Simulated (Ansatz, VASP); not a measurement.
# One calculation of Co, two programs

```
Co
1.0
     2.47208    0.00000    0.00000
    -1.23604    2.14089    0.00000
     0.00000    0.00000    4.02318
Co
2
Direct
  0.33333 0.66667 0.25000
  0.66667 0.33333 0.75000
```

Alike in both runs: functional r2SCAN; k mesh 20 × 20 × 11; occupations fermi-dirac, width 0.1 eV; collinear spin.

Ansatz relaxed the structure, and its values are those at the end. VASP's run is a single point on that final structure, the one shown.

```csv
,VASP,Ansatz
version,VASP 6.6.1,Ansatz 0.2.0
potentials or method,"VASP PAW PBE potentials, release 64 (Co)","PAW with Ansatz's default frozen-core files, scalar-relativistic"
plane-wave cutoff (eV),520,500
valence electrons in the cell,18,34
```

|  | VASP | Ansatz | Ansatz less VASP |
| --- | --- | --- | --- |
| pressure (GPa) | -0.1 | 0.0 | +0.11 |
| net moment per atom (μB) | 1.75 | 1.76 | +0.010 |
| size of the moment on the site where the two differ most (μB) | 1.81 | 1.90 | +0.086 |

VASP's potentials were made for PBE, not for r2SCAN. Site moments also hang on the region over which each program counts them. VASP's potentials hold 18 valence electrons a cell and Ansatz's 34, so a difference there can come from the potentials and not from the codes.
